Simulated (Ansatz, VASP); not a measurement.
AlFe in VASP and in Ansatz

```
Al Fe
1.0
     2.93685    0.00000    0.00000
     0.00000    2.93685    0.00000
     0.00000    0.00000    2.93685
Al Fe
1 1
Direct
  0.00000 0.00000 0.00000
  0.50000 0.50000 0.50000
```

Alike in both runs: task single point; functional PBEsol; k mesh 14 × 14 × 14; occupations gaussian, width 0.1 eV; collinear spin.

|  | VASP | Ansatz |
| --- | --- | --- |
| version | VASP 6.6.1 | Ansatz 0.2.0 |
| potentials or method | VASP PAW PBE potentials, release 64 (Al, Fe), cutoff 520 eV | scalar-relativistic, plane waves, PAW |
| valence electrons in the cell | 11 | 19 |

```csv
,VASP,Ansatz,Ansatz less VASP
gap on the k mesh at the Fermi level (eV),none,none,-
pressure (GPa),-14.5,-14.7,-0.19
net moment per atom (μB),0.37,0.37,+0.001
size of the moment on the site where the two differ most (μB),0.03,0.03,+0.007
```

VASP's potentials were made for PBE, not for PBEsol. Site moments also hang on the region over which each program counts them. A gap of «none» marks a metal or a gap that the smearing closes. With one functional, cell and mesh, what is left measures potentials, basis and numerics. VASP's potentials hold 11 valence electrons a cell and Ansatz's 19, so a difference there can come from the potentials and not from the codes.
